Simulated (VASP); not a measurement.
# MgI2 (Fm-3m) in VASP: further runs, part 2 of 2

VASP 6.6.1.

### 6 Single point, r2SCAN

This run uses another cell than the first one, of 35.32 Å³/atom, 0.965 times its volume.

Input file POSCAR:

```
MgI2
1.0
    0.0000000000      3.7557205887      3.7557205887
    3.7557205887      0.0000000000      3.7557205887
    3.7557205887      3.7557205887      0.0000000000
Mg I
1 2
Direct
    0.0000000000      0.0000000000      0.0000000000
    0.2500000000      0.2500000000      0.2500000000
    0.7500000000      0.7500000000      0.7500000000
```

Input file INCAR.step1:

```
SYSTEM = MgI2
ALGO = Normal ; EDIFF = 1E-4
ENCUT = 520 ; GGA = PE
ISMEAR = 0 ; LASPH = .True.
LCHARG = .False. ; LREAL = .False.
LWAVE = .True. ; NBANDS = 15
NELM = 80 ; PREC = Accurate
SIGMA = 0.01
```

Input file INCAR.step2:

```
SYSTEM = MgI2
ALGO = Normal ; EDIFF = 1E-6
ENCUT = 520 ; ISIF = 2
ISMEAR = 0 ; ISTART = 1
LASPH = .True. ; LCHARG = .False.
LMIXTAU = .True. ; LREAL = .False.
LWAVE = .False. ; METAGGA = R2SCAN
NBANDS = 15 ; NELM = 80
PREC = Accurate ; SIGMA = 0.01
```

Input file KPOINTS:

```
k-points
0
Gamma
  6 6 6
  0 0 0
```

Potentials or basis: VASP PAW PBE potentials, release 64 (Mg, I).

Command:

```
> cat potpaw_PBE.64/Mg/POTCAR potpaw_PBE.64/I/POTCAR > POTCAR
> cp INCAR.step1 INCAR
> mpirun -np 1 vasp_std > vasp.out
> cp INCAR.step2 INCAR
> mpirun -np 1 vasp_std > vasp.out
```

OUTCAR:

```text
SYSTEM = MgI2
   EDIFF = 1E-6
   ENCUT = 520
   ISIF = 2
   ISMEAR = 0
   ISTART = 1
   LASPH = .True.
   LREAL = .False.
   METAGGA = R2SCAN
   NELM = 80
   PREC = Accurate

 ion  position               nearest neighbor table
   1  0.000  0.000  0.000-   3 3.25   3 3.25   3 3.25   2 3.25   3 3.25   2 3.25   2 3.25   2 3.25

   2  0.250  0.250  0.250-   1 3.25   1 3.25   1 3.25   1 3.25
   3  0.750  0.750  0.750-   1 3.25   1 3.25   1 3.25   1 3.25

  LATTYP: Found a face centered cubic cell.
 ALAT       =     7.5114411774

  Lattice vectors:

 A1 = (   0.0000000000,   3.7557205887,   3.7557205887)
 A2 = (   3.7557205887,   0.0000000000,   3.7557205887)
 A3 = (   3.7557205887,   3.7557205887,   0.0000000000)

Analysis of symmetry for initial positions (statically):
=====================================================================
 Subroutine PRICEL returns:
 Original cell was already a primitive cell.

 Routine SETGRP: Setting up the symmetry group for a
 face centered cubic supercell.

 Subroutine GETGRP returns: Found 48 space group operations
 (whereof 48 operations were pure point group operations)
 out of a pool of 48 trial point group operations.

The static configuration has the point symmetry O_h .

Analysis of symmetry for dynamics (positions and initial velocities):
=====================================================================
 Subroutine PRICEL returns:
 Original cell was already a primitive cell.

 Routine SETGRP: Setting up the symmetry group for a
 face centered cubic supercell.

 Subroutine GETGRP returns: Found 48 space group operations
 (whereof 48 operations were pure point group operations)
 out of a pool of 48 trial point group operations.

The dynamic configuration has the point symmetry O_h .

 Subroutine INISYM returns: Found 48 space group operations
 (whereof 48 operations are pure point group operations),
 and found     1 'primitive' translations

[... 116 lines left out ...]
   LEPSILON=     F    determine dielectric tensor
   LRPA    =     F    only Hartree local field effects (RPA)
 non-spin polarized calculation
 Gauss-broadening in eV      SIGMA  =   0.01
  energy-cutoff  :      520.00
  volume of cell :      105.95
 maximum number of plane-waves:      2884
   NGX = 19   NGY = 19   NGZ = 19

 number of electron      16.0000001 magnetization

 Free energy of the ion-electron system (eV)
  ---------------------------------------------------
  ext. energy  EPLUGINS =         0.00000000
  ---------------------------------------------------
  free energy    TOTEN  =       -55.45767991 eV

  energy without entropy =      -55.45767991  energy(sigma->0) =      -55.45767991

 E-fermi :   3.1375     XC(G=0):  -8.4832

 val. band max:        3.0483844325   @ k =   0.5000   0.5000   0.0000
 cond. band min:       4.3429804985   @ k =   0.0000   0.0000   0.0000
 fundamental gap:      1.2945960660
 Fermi energy:         3.1375179965

 k-point     1 :       0.0000    0.0000    0.0000
  band No.  band energies     occupation
      1     -10.3009      2.00000
      2      -8.6238      2.00000
      3      -0.0029      2.00000
      4      -0.0029      2.00000
      5      -0.0029      2.00000
      6       1.8965      2.00000
      7       1.8965      2.00000
      8       1.8965      2.00000
      9       4.3430      0.00000
     10       6.5811      0.00000
     11       6.5811      0.00000
     12       6.5811      0.00000
     13       8.7894      0.00000
     14       8.7894      0.00000
[... 257 lines left out ...]
      2      -9.2976      2.00000
      3      -1.7328      2.00000
      4      -1.0323      2.00000
      5      -0.1562      2.00000
      6       1.4135      2.00000
      7       2.6304      2.00000
      8       2.9209      2.00000
      9       5.1766      0.00000
     10       8.0556      0.00000
     11       8.6317      0.00000
     12       9.5781      0.00000
     13      11.0851      0.00000
     14      11.2377      0.00000
     15      11.4538      0.00000

------------------------ aborting loop because EDIFF is reached ----------------------------------------

  FORCE on cell =-STRESS in cart. coord.  units (eV):
  Direction    XX          YY          ZZ          XY          YZ          ZX
  --------------------------------------------------------------------------------------
  -------------------------------------------------------------------------------------
  Total       -0.0731580     -0.0731580     -0.0731580      0.0000000      0.0000000      0.0000000
  in kB       -1.1062732     -1.1062732     -1.1062732      0.0000000      0.0000000      0.0000000
  external PRESSURE =      -1.1062732 kB  Pullay stress =       0.0000000 kB

 VOLUME and BASIS-vectors are now :
 -----------------------------------------------------------------------------
  energy-cutoff  :      520.00
  volume of cell :      105.95
      direct lattice vectors                 reciprocal lattice vectors
     0.000000000  3.755720589  3.755720589    -0.133130244  0.133130244  0.133130244
     3.755720589  0.000000000  3.755720589     0.133130244 -0.133130244  0.133130244
     3.755720589  3.755720589  0.000000000     0.133130244  0.133130244 -0.133130244

 POSITION                                       TOTAL-FORCE (eV/Angst)
 -----------------------------------------------------------------------------------
      0.00000      0.00000      0.00000        -0.000000     -0.000000     -0.000000
      1.87786      1.87786      1.87786        -0.000000     -0.000000     -0.000000
      5.63358      5.63358      5.63358         0.000000      0.000000      0.000000
 -----------------------------------------------------------------------------------
    total drift:                                0.000000     -0.000000      0.000000

  FREE ENERGIE OF THE ION-ELECTRON SYSTEM (eV)
  ---------------------------------------------------
  free  energy   TOTEN  =       -55.4576799094 eV

  energy  without entropy=      -55.4576799094  energy(sigma->0) =      -55.45767991
```

OSZICAR.step1:

```text
N       E                     dE             d eps       ncg     rms          rms(c)
DAV:   1     0.770082119153E+02    0.77008E+02   -0.58361E+03   480   0.843E+02
DAV:   2    -0.541887856035E+00   -0.77550E+02   -0.68506E+02   629   0.134E+02
DAV:   3    -0.674841416118E+01   -0.62065E+01   -0.61700E+01   599   0.424E+01
DAV:   4    -0.686949023080E+01   -0.12108E+00   -0.12106E+00   674   0.705E+00
DAV:   5    -0.687026827376E+01   -0.77804E-03   -0.77804E-03   613   0.555E-01    0.452E+00
DAV:   6    -0.649618829502E+01    0.37408E+00   -0.24774E-01   515   0.243E+00    0.287E+00
DAV:   7    -0.640475565691E+01    0.91433E-01   -0.19038E-01   522   0.214E+00    0.104E+00
DAV:   8    -0.640256578513E+01    0.21899E-02   -0.21232E-02   529   0.746E-01    0.111E-01
DAV:   9    -0.640206816006E+01    0.49763E-03   -0.17324E-03   613   0.245E-01    0.424E-02
DAV:  10    -0.640205623384E+01    0.11926E-04   -0.11342E-04   525   0.609E-02
   1 F= -.64020562E+01 E0= -.64020562E+01  d E =-.736180E-17
```

Wall time 62 s (1 thread of Intel Xeon 6975P-C (Granite Rapids), shared host); peak memory 0.27 GiB.

Results:

```
Free energy            : -55.4577 eV
Pressure               : -0.1 GPa
Band gap on the k mesh : 1.29 eV, indirect (least direct gap 1.51 eV)
```

Levels at points of the mesh, in eV from the valence-band top:
| k point | band 6 | band 7 | band 8 | band 9 | band 10 | band 11 |
| --- | --- | --- | --- | --- | --- | --- |
| (0.00, 0.00, 0.00) | -1.15 | -1.15 | -1.15 | 1.29 | 3.53 | 3.53 |
| (0.50, 0.00, 0.00) | -2.56 | -2.32 | -2.32 | 3.24 | 5.62 | 5.62 |
| (0.50, 0.50, 0.00) | -0.52 | -0.52 | 0.00 | 1.51 | 4.77 | 6.98 |

Caveat: the PAW data sets were made with another functional, which shifts forces and pressure a little; spin-orbit coupling is left out, which moves the levels of the heavy elements. A k mesh can miss the band edges.

### 7 Overview

| level | cell | gap on the mesh (eV) | pressure (GPa) |
| --- | --- | --- | --- |
| PBE | a = 5.376 Å, angles 60.0°, 3 atoms | 0.52 | -0.8 |
| PBE | a = 5.427 Å, angles 60.0°, 3 atoms | 0.47 | -1.5 |
| r2SCAN | a = 5.203 Å, angles 60.0°, 3 atoms | 1.33 | 2.1 |
| r2SCAN | a = 5.258 Å, angles 60.0°, 3 atoms | 1.36 | 0.9 |
| r2SCAN | a = 5.311 Å, angles 60.0°, 3 atoms | 1.29 | -0.1 |

Alike in all rows: task single point; potentials or basis VASP PAW PBE potentials, release 64 (Mg, I); no spin polarisation; k mesh 6 × 6 × 6; cutoff (eV) 520; smearing gaussian 0.01 eV.

Caveats: spin-orbit coupling is left out, which moves the levels of the heavy elements; the PAW data sets were made with another functional, which shifts forces and pressure a little (some runs).

Absolute energies hang on the potentials; compare differences alone.
